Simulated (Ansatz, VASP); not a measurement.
Mg: VASP beside Ansatz

INCAR

```
SYSTEM = Mg
  AGGAC = 1.0
  AGGAX = 1.0
  ALDAC = 0.0
  ALDAX = 1.0
  ALGO = Normal
  EDIFF = 1E-7
  ENCUT = 520
  GGA = B5
  ISIF = 2
  ISMEAR = -1
  LASPH = .TRUE.
  LCHARG = .FALSE.
  LREAL = .FALSE.
  LWAVE = .FALSE.
  NBANDS = 7
  NELM = 100
  PREC = Accurate
  SIGMA = 0.1
```

The input KPOINTS:

```
k-points
0
G
  13 13 13
  0 0 0
```

Contents of POSCAR:

```
Mg
1.0
    0.0000000000      2.3103921557      2.3103921557
    2.3103921557      0.0000000000      2.3103921557
    2.3103921557      2.3103921557      0.0000000000
Mg
1
Direct
    0.0000000000      0.0000000000      0.0000000000
```

Input for Ansatz:

```yaml
crystal:
  lattice:
    - [0.0, 2.3103921557, 2.3103921557]
    - [2.3103921557, 0.0, 2.3103921557]
    - [2.3103921557, 2.3103921557, 0.0]
  atoms:
    - { symbol: Mg, position: [0.0, 0.0, 0.0] }
hamiltonian:
  xc: blyp
  pseudopotentials:
    kind: paw
    azcp:
      Mg: "pseudopotentials/Mg.paw.azcp"
basis:
  ecutwfc: 420
  fft_grid_basis: typed
kpoints:
  mp_grid: { grid: [13, 13, 13], shift: [0, 0, 0] }
magnetization:
  spin_polarized: false
scf:
  occupations: { method: fermi_dirac, width: 0.1 }
  lower_state_search: "off"
output:
  stress: true
  write_density: true
  write_potential: true
  elf: true
  volumetric_format: npy
```

Alike in both runs: task single point; functional BLYP; k mesh 13 × 13 × 13; occupations fermi-dirac, width 0.1 eV; no spin polarisation.

```csv
,VASP,Ansatz
version,VASP 6.6.1,Ansatz 0.2.0
potentials or method,"VASP PAW PBE potentials, release 64 (Mg), cutoff 520 eV","plane waves (420 eV) with PAW, scalar-relativistic"
valence electrons in the cell,2,10
```

```csv
,VASP,Ansatz,Ansatz less VASP
pressure (GPa),-1.1,-1.1,+0.04
```

VASP's potentials were made for PBE, not for BLYP. With one functional, cell and mesh, what is left measures potentials, basis and numerics. VASP's potentials hold 2 valence electrons a cell and Ansatz's 10, so a difference there can come from the potentials and not from the codes.
